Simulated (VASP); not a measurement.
Runs of VASP 6.6.1 on Ti. The structure is that of space group Fm-3m (No. 225), or close to it. The cells are those of the table. 

```tsv
cell	gap on the mesh (eV)	pressure (GPa)
a = 2.890 Å, angles 60.0°, 1 atom	none	(a)
a = 2.812 Å, angles 60.0°, 1 atom	none	(b)
a = 2.852 Å, angles 60.0°, 1 atom	none	2.0
a = 2.832 Å, angles 60.0°, 1 atom	none	4.5
a = 2.871 Å, angles 60.0°, 1 atom	none	-0.3
```

Alike in all rows: task single point; level PBEsol; potentials or basis VASP PAW PBE potentials, release 64 (Ti_sv); no spin polarisation; k mesh 12 × 12 × 12; cutoff (eV) 520; smearing fermi-dirac 0.1 eV.

Problem. Fill in the values left out.

Solution. (a) -2.5; (b) 7.3.

Caveats: the PAW data sets were made with another functional, which shifts forces and pressure a little.

A gap of «none» marks levels without a gap at the run's occupations.
